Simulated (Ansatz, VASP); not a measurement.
**AlNi: VASP beside Ansatz**

```
CELL_PARAMETERS angstrom
0.00000 -2.86182 0.00000
0.00000 0.00000 -2.86182
11.78547 -1.19243 -1.19243
ATOMIC_POSITIONS crystal
Al 0.97471 0.97471 0.06071
Al 0.87353 0.87353 0.30353
Al 0.77235 0.77235 0.54636
Ni 0.22176 0.22176 0.66777
Ni 0.42412 0.42412 0.18212
Ni 0.32294 0.32294 0.42495
```

Alike in both runs: task single point; functional PBEsol; k mesh 15 × 15 × 5; occupations gaussian, width 0.15 eV; no spin polarisation.

|  | VASP | Ansatz |
| --- | --- | --- |
| version | VASP 6.6.1 | Ansatz 0.2.0 |
| potentials or method | VASP PAW PBE potentials, release 64 (Al, Ni), cutoff 520 eV | scalar-relativistic, plane waves, PAW |
| valence electrons in the cell | 39 | 63 |

VASP gave:

| Property | Result |
| --- | --- |
| gap on the k mesh at the Fermi level (eV) | none |
| pressure (GPa) | -4.5 |
| traceless stress, the component that is largest in VASP (GPa) | 1.91 |
| rms of the force components (eV/Å) | 0.297 |

Task: Which values does Ansatz return?

Result: gap on the k mesh at the Fermi level (eV): none; pressure (GPa): -4.7; traceless stress, the component that is largest in VASP (GPa): 1.96; rms of the force components (eV/Å): 0.302.

VASP's potentials were made for PBE, not for PBEsol, and Ansatz warns of the same on its side. Atom by atom the forces differ by 0.006 eV/Å (rms over components). A gap of «none» marks a metal or a gap that the smearing closes. VASP's potentials hold 39 valence electrons a cell and Ansatz's 63, so a difference there can come from the potentials and not from the codes.
